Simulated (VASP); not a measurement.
Input of a VASP 6.6.1 run:

The input INCAR:

```
SYSTEM = MoS2
ALGO = Normal ; EDIFF = 1E-6
ENCUT = 500 ; GGA = PE
GGA_COMPAT = .False. ; ISIF = 2
ISMEAR = 0 ; IVDW = 12
LASPH = .True. ; LCHARG = .False.
LREAL = .False. ; LWAVE = .False.
NBANDS = 20 ; NELM = 120
PREC = Accurate ; SIGMA = 0.05
```

File KPOINTS:

```
k-points
0
Gamma
  12 12 4
  0 0 0
```

Contents of POSCAR:

```
MoS2
1.0
    3.0696848962      0.0000000000      0.0000000000
   -1.5348424481      2.6584251017      0.0000000000
    0.0000000000      0.0000000000      6.9945840045
Mo S
1 2
Direct
    0.0000000000      0.0000000000      0.0000000000
    0.3333333333      0.6666666667      0.2357940733
    0.3333333333      0.6666666667      0.7642059267
```

Potentials or basis: VASP PAW PBE potentials, release 64 (Mo_sv, S).

Command:

```console
$ cat potpaw_PBE.64/Mo_sv/POTCAR potpaw_PBE.64/S/POTCAR > POTCAR
$ mpirun -np 1 vasp_std > vasp.out
```

(1) Estimate the largest force.

(2) What does it give for the pressure?

(3) What does it give for the band gap on the k mesh?

(4) Predict the dispersion energy per atom.

## Answers

(1) 0.934 eV/Å.

(2) -0.8 GPa.

(3) 1.27 eV, indirect (least direct gap 2.17 eV).

(4) -0.400 eV.
